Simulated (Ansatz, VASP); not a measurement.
# Two plane-wave programs on CuMoH6

Contents of INCAR:

```
SYSTEM = CuMoH6
  PREC = Accurate
  ENCUT = 600
  EDIFF = 1E-7
  ISMEAR = 0
  SIGMA = 0.1
  LREAL = .FALSE.
  LASPH = .TRUE.
  NELM = 100
  ALGO = Normal
  ISIF = 3
  LWAVE = .FALSE.
  LCHARG = .FALSE.
  GGA = PE
  IBRION = 2
  NSW = 90
  EDIFFG = -0.04
```

KPOINTS

```
Automatic mesh
0
G
  6 6 6
  0 0 0
```

The input POSCAR:

```
CuMoH6
1.0
    0.0000000000      3.0975530676      3.0975530676
    3.0975530676      0.0000000000      3.0975530676
    3.0975530676      3.0975530676      0.0000000000
Cu H Mo
1 6 1
Direct
    0.7500000000      0.7500000000      0.7500000000
    0.7889729691      0.2110270309      0.2110270309
    0.2110270309      0.7889729691      0.7889729691
    0.2110270309      0.2110270309      0.7889729691
    0.7889729691      0.7889729691      0.2110270309
    0.7889729691      0.2110270309      0.7889729691
    0.2110270309      0.7889729691      0.2110270309
    0.5000000000      0.5000000000      0.5000000000
```

Input for Ansatz:

```yaml
crystal:
  lattice:
    - [0.0, 3.0975530676, 3.0975530676]
    - [3.0975530676, 0.0, 3.0975530676]
    - [3.0975530676, 3.0975530676, 0.0]
  atoms:
    - { symbol: Cu, position: [0.75, 0.75, 0.75] }
    - { symbol: H, position: [0.7889729691, 0.2110270309, 0.2110270309] }
    - { symbol: H, position: [0.2110270309, 0.7889729691, 0.7889729691] }
    - { symbol: H, position: [0.2110270309, 0.2110270309, 0.7889729691] }
    - { symbol: H, position: [0.7889729691, 0.7889729691, 0.2110270309] }
    - { symbol: H, position: [0.7889729691, 0.2110270309, 0.7889729691] }
    - { symbol: H, position: [0.2110270309, 0.7889729691, 0.2110270309] }
    - { symbol: Mo, position: [0.5, 0.5, 0.5] }
basis:
  ecutwfc: 420
kpoints:
  mp_grid: { grid: [6, 6, 6] }
hamiltonian:
  xc: pbe
scf:
  occupations: { method: gaussian, width: 0.1 }
  lower_state_search: "off"
output:
  forces: true
  stress: true
  eigenvalues: true
relax:
  adjacent_minimum: "off"
  f_tol: 0.04
  max_steps: 70
  cell: { stress_tol: 0.4 }
```

Alike in both runs: task relaxation of cell and atoms; functional PBE; k mesh 6 × 6 × 6; occupations gaussian, width 0.1 eV; no spin polarisation.

|  | VASP | Ansatz |
| --- | --- | --- |
| version | VASP 6.6.1 | Ansatz 0.2.0 |
| potentials or method | VASP PAW PBE potentials, release 64 (Cu, H, Mo_sv), cutoff 600 eV | scalar-relativistic, plane waves, PAW |
| valence electrons in the cell | 31 | 39 |

|  | VASP | Ansatz | Ansatz less VASP |
| --- | --- | --- | --- |
| gap on the k mesh at the Fermi level, each at its own relaxed structure (eV) | none | none | - |
| relaxed volume (Å³/atom) | 7.43 | 7.43 | 0.000 |
| relaxed cell length with the largest relative difference (Å) | 4.381 | 4.381 | 0.0000 |

A gap of «none» marks a metal or a gap that the smearing closes. VASP's potentials hold 31 valence electrons a cell and Ansatz's 39, so a difference there can come from the potentials and not from the codes.

Noted on VASP's run: the relaxation stopped at its first step, so nothing moved.
